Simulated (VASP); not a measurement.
A run of VASP 6.6.1 is set up as follows.

The input POSCAR:

```
As
1.0
    4.7592701474      0.0000000000      0.0000000000
    0.0000000000      3.5975602386      0.0000000000
    0.0000000000      0.0000000000     28.2703730404
As
4
Direct
    0.0739131883      0.0000000000      0.3778726542
    0.4260868117      0.5000000000      0.3778726542
    0.5739131883      0.5000000000      0.2942090327
    0.9260868117      0.0000000000      0.2942090327
```

The input INCAR.step1:

```
  ALGO = Normal
  DIPOL = 0.5 0.5 0.336
  EDIFF = 1E-4
  ENCUT = 520
  GGA = PE
  IDIPOL = 3
  ISMEAR = 0
  LASPH = True
  LCHARG = False
  LDIPOL = True
  LREAL = False
  LWAVE = True
  NBANDS = 18
  NELM = 80
  PREC = Accurate
  SIGMA = 0.01
```

Contents of INCAR.step2:

```
  ALGO = Normal
  DIPOL = 0.5 0.5 0.336
  EDIFF = 1E-7
  ENCUT = 520
  IDIPOL = 3
  ISIF = 2
  ISMEAR = 0
  ISTART = 1
  LASPH = True
  LCHARG = False
  LDIPOL = True
  LMIXTAU = True
  LREAL = False
  LWAVE = False
  METAGGA = R2SCAN
  NBANDS = 18
  NELM = 80
  PREC = Accurate
  SIGMA = 0.01
```

File KPOINTS:

```
k-points
0
Gamma
  6 8 1
```

Potentials or basis: VASP PAW PBE potentials, release 64 (As).

Launch:

```sh
$ cat potpaw_PBE.64/As/POTCAR > POTCAR
$ cp INCAR.step1 INCAR
$ mpirun -np 1 vasp_std > vasp.out
$ cp INCAR.step2 INCAR
$ mpirun -np 1 vasp_std > vasp.out
```

(1) What does it give for the band gap on the k mesh?

(2) Estimate the largest force.

Answers

(1) 1.02 eV.

(2) 0.039 eV/Å.

Caveat: the cell differs from its parent crystal (strain -1.0%); the PAW data sets were made with another functional, which shifts forces and pressure a little.
